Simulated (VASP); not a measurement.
# Tl (R-3m) in VASP: single point with r2SCAN

Aim: the single point of Tl with r2SCAN.

Program: VASP 6.6.1. These are calculated values, not measurements. Logs are shortened: lines on timing, memory, paths and dates and some standing lists are left out, and cuts for length are marked.

## 1. The cell of the first run

Symmetry: R-3m, No. 166, trigonal system. Conventional cell: a = 5.559 Å, b = 5.559 Å, c = 3.345 Å, α = 90.00°, β = 90.00°, γ = 120.00°. Within 4.4 Å of Tl (site symmetry -3m) lie 14 Tl at 3.34 to 3.91 Å.

## 2. Single point, r2SCAN

Contents of POSCAR:

```
Tl
1.0
    2.7796161231      1.6048121169      1.1149453697
   -2.7796161231      1.6048121169      1.1149453697
    0.0000000000     -3.2096242338      1.1149453697
Tl
1
Direct
    0.5000000000      0.5000000000      0.5000000000
```

Contents of INCAR.step1:

```
SYSTEM = Tl
PREC     = Accurate       ! precision mode
ENCUT    = 520            ! plane-wave cutoff, eV
ISMEAR   = 0              ! smearing method
SIGMA    = 0.1            ! smearing width, eV
LREAL    = .False.        ! projectors in reciprocal space
LASPH    = .True.         ! aspherical terms in the spheres
NELM     = 100            ! most SCF steps
NBANDS   = 12             ! bands
GGA      = PE             ! functional
ALGO     = Normal         ! electronic algorithm
EDIFF    = 1E-4           ! SCF threshold, eV
LWAVE    = .True.         ! write WAVECAR
LCHARG   = .False.        ! write CHGCAR
```

Contents of INCAR.step2:

```
SYSTEM = Tl
PREC     = Accurate       ! precision mode
ENCUT    = 520            ! plane-wave cutoff, eV
EDIFF    = 1E-6           ! SCF threshold, eV
ISMEAR   = 0              ! smearing method
SIGMA    = 0.1            ! smearing width, eV
LREAL    = .False.        ! projectors in reciprocal space
LASPH    = .True.         ! aspherical terms in the spheres
NELM     = 100            ! most SCF steps
ALGO     = Normal         ! electronic algorithm
ISIF     = 2              ! what is computed and relaxed
LWAVE    = .False.        ! write WAVECAR
LCHARG   = .False.        ! write CHGCAR
METAGGA  = R2SCAN         ! meta-GGA
LMIXTAU  = .True.       
NBANDS   = 12             ! bands
ISTART   = 1
```

Contents of KPOINTS:

```
regular mesh
0
Gamma
  6 6 6
  0 0 0
```

Potentials or basis: VASP PAW PBE potentials, release 64 (Tl_d).

Launch:

```
> cat potpaw_PBE.64/Tl_d/POTCAR > POTCAR
> cp INCAR.step1 INCAR
> mpirun -np 1 vasp_std > vasp.out
> cp INCAR.step2 INCAR
> mpirun -np 1 vasp_std > vasp.out
```

OUTCAR:

```text
SYSTEM = Tl
   PREC = Accurate
   ENCUT = 520
   EDIFF = 1E-6
   ISMEAR = 0
   LREAL = .False.
   LASPH = .True.
   NELM = 100
   ISIF = 2
   METAGGA = R2SCAN
   ISTART = 1

 ion  position               nearest neighbor table
   1  0.500  0.500  0.500-

  LATTYP: Found a trigonal (rhomboedric) cell.
 ALAT       =     3.3977626315
 COS(alpha) =    -0.3384851850

  Lattice vectors:

 A1 = (   2.7796161231,   1.6048121169,   1.1149453697)
 A2 = (  -2.7796161231,   1.6048121169,   1.1149453697)
 A3 = (   0.0000000000,  -3.2096242338,   1.1149453697)

Analysis of symmetry for initial positions (statically):
=====================================================================
 Subroutine PRICEL returns:
 Original cell was already a primitive cell.

 Routine SETGRP: Setting up the symmetry group for a
 trigonal (rhombohedral) supercell.

 Subroutine GETGRP returns: Found 12 space group operations
 (whereof 12 operations were pure point group operations)
 out of a pool of 12 trial point group operations.

The static configuration has the point symmetry D_3d.

Analysis of symmetry for dynamics (positions and initial velocities):
=====================================================================
 Subroutine PRICEL returns:
 Original cell was already a primitive cell.

 Routine SETGRP: Setting up the symmetry group for a
 trigonal (rhombohedral) supercell.

 Subroutine GETGRP returns: Found 12 space group operations
 (whereof 12 operations were pure point group operations)
 out of a pool of 12 trial point group operations.

The dynamic configuration has the point symmetry D_3d.

 Subroutine INISYM returns: Found 12 space group operations
 (whereof 12 operations are pure point group operations),
 and found     1 'primitive' translations

----------------------------------------------------------------------------------------

                                     Primitive cell

  volume of cell :      29.8410

  direct lattice vectors                    reciprocal lattice vectors
     2.779616123  1.604812117  1.114945370     0.179880954  0.103854317  0.298968310
    -2.779616123  1.604812117  1.114945370    -0.179880954  0.103854317  0.298968310
     0.000000000 -3.209624234  1.114945370     0.000000000 -0.207708634  0.298968310

  length of vectors
     3.397762631  3.397762631  3.397762631     0.364039733  0.364039733  0.364039733

  position of ions in fractional coordinates (direct lattice)
     0.500000000  0.500000000  0.500000000

  ion indices of the primitive-cell ions
   primitive index   ion index
                 1           1

----------------------------------------------------------------------------------------

 KPOINTS: regular mesh

Automatic generation of k-mesh.
 Grid dimensions read from file:
 generate k-points for:    6    6    6

 Generating k-lattice:

  Cartesian coordinates                     Fractional coordinates (reciprocal lattice)
     0.029980159  0.017309053  0.049828052     0.166666667  0.000000000  0.000000000
    -0.029980159  0.017309053  0.049828052     0.000000000  0.166666667  0.000000000
     0.000000000 -0.034618106  0.049828052     0.000000000  0.000000000  0.166666667

  Length of vectors
     0.060673289  0.060673289  0.060673289

  Shift w.r.t. Gamma in fractional coordinates (k-lattice)
     0.000000000  0.000000000  0.000000000

 Subroutine IBZKPT returns following result:
 ===========================================

 Found     32 irreducible k-points:

 Following reciprocal coordinates:
            Coordinates               Weight
  0.000000  0.000000  0.000000      1.000000
  0.166667 -0.000000  0.000000      6.000000
  0.333333 -0.000000  0.000000      6.000000
  0.500000  0.000000  0.000000      3.000000
  0.166667  0.166667  0.000000      6.000000
  0.333333  0.166667  0.000000     12.000000
[... 16 lines left out ...]
  0.500000  0.500000  0.166667      6.000000
 -0.333333  0.500000  0.166667     12.000000
 [... further k-points ...]
   k-points           NKPTS =     32   k-points in BZ     NKDIM =     32   number of bands    NBANDS=     12
   number of dos      NEDOS =    301   number of ions     NIONS =      1
   total plane-waves  NPLWV =  21952
   dimension x,y,z NGX =    28 NGY =   28 NGZ =   28
   dimension x,y,z NGXF=    56 NGYF=   56 NGZF=   56
   ions per type =               1
   NGX,Y,Z   is equivalent  to a cutoff of  13.70, 13.70, 13.70 a.u.
   NGXF,Y,Z  is equivalent  to a cutoff of  27.40, 27.40, 27.40 a.u.
 SYSTEM =  Tl
   PREC   = accura    normal or accurate (medium, high low for compatibility)
   ISTART =      1    job   : 0-new  1-cont  2-samecut
   ICHARG =      0    charge: 1-file 2-atom 10-const
   ISPIN  =      1    spin polarized calculation?
   LNONCOLLINEAR =      F non collinear calculations
   LSORBIT =      F    spin-orbit coupling
   LASPH  =      T    aspherical Exc in radial PAW
   ENCUT  =  520.0 eV  38.22 Ry    6.18 a.u.   6.32  6.32  6.32*2*pi/ulx,y,z
   NELM   =    100;   NELMIN=  2; NELMDL=  0     # of ELM steps
   EDIFF  = 0.1E-05   stopping-criterion for ELM
   LREAL  =      F    real-space projection
   EDIFFG = 0.1E-04   stopping-criterion for IOM
   NSW    =      0    number of steps for IOM
   IBRION =     -1    ionic relax: 0-MD 1-quasi-New 2-CG
   NFREE  =      0    steps in history (QN), initial steepest desc. (CG)
   ISIF   =      2    stress and relaxation
   ISYM   =      2    0-nonsym 1-usesym 2-fastsym
   POTIM  = 0.5000    time-step for ionic-motion
   TEBEG  =    0.0;   TEEND  =   0.0 temperature during run
   PSTRESS=    0.0 pullay stress
   NELECT =      13.0000    total number of electrons
   NUPDOWN=      -1.0000    fix difference up-down
   EMIN   =  10.00;   EMAX   =-10.00  energy-range for DOS
   EFERMI =   0.00;   METHOD = LEGACY
   ISMEAR =     0;   SIGMA  =   0.10  broadening in eV -4-tet -1-fermi 0-gaus
   EFERMI_NEDOS =   21; number of points for ismear=-14 and -15
   IALGO  =     38    algorithm
   IMIX   =      4    mixing-type and parameters
     AMIX     =   0.40;   BMIX     =  1.00
     AMIX_MAG =   1.60;   BMIX_MAG =  1.00
  volume/ion in A,a.u.               =      29.84       201.38
  Fermi-wavevector in a.u.,A,eV,Ry     =   1.241037  2.345220 20.955317  1.540172
  Thomas-Fermi vector in A             =   2.375452
   LORBIT       =      0    0 simple, 1 ext, 2 COOP (PROOUT), +10 PAW based schemes
   METAGGA = R2SCAN    functional components
   LHFCALC =     F    Hartree Fock is set to
   AEXX    =    0.0000 exact exchange contribution
   IVDW    =     0    specifies the selected vdW correction
   LEPSILON=     F    determine dielectric tensor
   LRPA    =     F    only Hartree local field effects (RPA)
 non-spin polarized calculation
 Gauss-broadening in eV      SIGMA  =   0.10
  energy-cutoff  :      520.00
  volume of cell :       29.84
 maximum number of plane-waves:       820
 NGX is ok and might be reduce to    28
   NGX = 13   NGY = 13   NGZ = 13

 number of electron      13.0000003 magnetization

 Free energy of the ion-electron system (eV)
  ---------------------------------------------------
  ext. energy  EPLUGINS =         0.00000000
  ---------------------------------------------------
  free energy    TOTEN  =       -53.16291500 eV

  energy without entropy =      -53.15746474  energy(sigma->0) =      -53.16018987

 E-fermi :   5.9556     XC(G=0): -10.5894

 val. band max:        5.8789063757   @ k =  -0.3333  -0.3333   0.1667
 cond. band min:       5.9877076428   @ k =  -0.3333   0.5000   0.1667
 fundamental gap:      0.1088012671
 Fermi energy:         5.9556293298

 k-point     1 :       0.0000    0.0000    0.0000
  band No.  band energies     occupation
      1      -6.1147      2.00000
      2      -6.0713      2.00000
      3      -6.0713      2.00000
      4      -5.6799      2.00000
      5      -5.6799      2.00000
      6      -4.0565      2.00000
      7      16.6340      0.00000
      8      16.6340      0.00000
      9      17.0345      0.00000
     10      18.9028      0.00000
     11      19.1509      0.00000
     12      19.1509      0.00000

 k-point     2 :       0.1667   -0.0000    0.0000
  band No.  band energies     occupation
      1      -6.1149      2.00000
      2      -6.0615      2.00000
      3      -5.9352      2.00000
      4      -5.7269      2.00000
      5      -5.6836      2.00000
      6      -3.4097      2.00000
      7      12.5966      0.00000
      8      15.0094      0.00000
      9      15.6273      0.00000
     10      17.6477      0.00000
     11      18.4873      0.00000
     12      19.1123      0.00000

 k-point     3 :       0.3333   -0.0000    0.0000
  band No.  band energies     occupation
      1      -6.2013      2.00000
      2      -6.1301      2.00000
      3      -5.7399      2.00000
      4      -5.6887      2.00000
      5      -5.5878      2.00000
      6      -1.4370      2.00000
      7       7.0772      0.00000
      8      12.7333      0.00000
      9      14.0259      0.00000
     10      16.6575      0.00000
     11      17.8295      0.00000
     12      20.9488      0.00000
[... 286 lines left out ...]
 k-point    23 :       0.5000    0.5000    0.1667
  band No.  band energies     occupation
      1      -6.1156      2.00000
      2      -6.0785      2.00000
      3      -5.8392      2.00000
      4      -5.7472      2.00000
      5      -5.4442      2.00000
      6       1.1578      2.00000
      7       4.2239      2.00000
      8      10.4298      0.00000
      9      11.8682      0.00000
     10      18.3405      0.00000
     11      19.4576      0.00000
     12      19.4683      0.00000

 k-point    24 :      -0.3333    0.5000    0.1667
  band No.  band energies     occupation
      1      -6.0458      2.00000
      2      -6.0180      2.00000
      3      -5.9326      2.00000
      4      -5.6667      2.00000
      5      -5.5218      2.00000
      6       1.2515      2.00000
      7       5.9877      0.65008
      8       7.6271      0.00000
      9      12.9189      0.00000
     10      15.9457      0.00000
     11      18.4910      0.00000
     12      19.0804      0.00000

 [... further k-points ...]
[... 5 lines left out ...]
  --------------------------------------------------------------------------------------
  -------------------------------------------------------------------------------------
  Total        0.0613266      0.0613266      0.0491539      0.0000000      0.0000000     -0.0000000
  in kB        3.2926480      3.2926480      2.6390941      0.0000000      0.0000000     -0.0000000
  external PRESSURE =       3.0747967 kB  Pullay stress =       0.0000000 kB

 VOLUME and BASIS-vectors are now :
 -----------------------------------------------------------------------------
  energy-cutoff  :      520.00
  volume of cell :       29.84
      direct lattice vectors                 reciprocal lattice vectors
     2.779616123  1.604812117  1.114945370     0.179880954  0.103854317  0.298968310
    -2.779616123  1.604812117  1.114945370    -0.179880954  0.103854317  0.298968310
     0.000000000 -3.209624234  1.114945370     0.000000000 -0.207708634  0.298968310

 POSITION                                       TOTAL-FORCE (eV/Angst)
 -----------------------------------------------------------------------------------
      0.00000      0.00000      1.67242         0.000000     -0.000000      0.000000
 -----------------------------------------------------------------------------------
    total drift:                               -0.000000     -0.000000      0.000000

  FREE ENERGIE OF THE ION-ELECTRON SYSTEM (eV)
  ---------------------------------------------------
  free  energy   TOTEN  =       -53.1629149985 eV

  energy  without entropy=      -53.1574647399  energy(sigma->0) =      -53.16018987
```

Run time: 32 s. Hardware: 1 thread of Intel Xeon Platinum 8375C at 2.90GHz (Ice Lake), shared host; peak memory 0.17 GiB.

Results:

```
Free energy : -53.1629 eV
Pressure    : 0.3 GPa
```

Caveat: the k points lie up to 0.38 Å⁻¹ apart; the PAW data sets were made with another functional, which shifts forces and pressure a little; spin-orbit coupling is left out, which moves the levels of the heavy elements.
